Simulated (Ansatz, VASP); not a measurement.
ZnS: VASP beside Ansatz

```xyz
2
Lattice="0.0134 2.6783 2.6783 2.6917 0.0000 2.6917 2.6783 2.6783 0.0134" Properties=species:S:1:pos:R:3 pbc="T T T"
Zn    0.0000    0.0000    0.0000
S     4.0375    4.0174    4.0375
```

Change from the starting cell: strain +0.0100 x Voigt [0, 0, 0, 0, 1, 0], atoms carried along.

Alike in both runs: task single point; functional PBEsol; k mesh 10 × 10 × 10; occupations gaussian, width 0.05 eV; no spin polarisation.

|  | VASP | Ansatz |
| --- | --- | --- |
| version | VASP 6.6.1 | Ansatz 0.2.0 |
| potentials or method | VASP PAW PBE potentials, release 64 (Zn, S), cutoff 520 eV | scalar-relativistic, plane waves, PAW |
| valence electrons in the cell | 18 | 18 |

VASP gave:

| Quantity | Value |
| --- | --- |
| gap on the k mesh at the Fermi level (eV) | 2.07 |
| least direct gap on the mesh (eV) | 2.07 |
| pressure (GPa) | 0.2 |
| traceless stress, the component that is largest in VASP (GPa) | -0.74 |
| rms of the force components (eV/Å) | 0.036 |

Problem. What did Ansatz give for the same quantities?

Solution. gap on the k mesh at the Fermi level (eV): 2.07; least direct gap on the mesh (eV): 2.07; pressure (GPa): 0.0; traceless stress, the component that is largest in VASP (GPa): -0.74; rms of the force components (eV/Å): 0.035.

VASP's potentials were made for PBE, not for PBEsol. Atom by atom the forces differ by 0.000 eV/Å (rms over components).
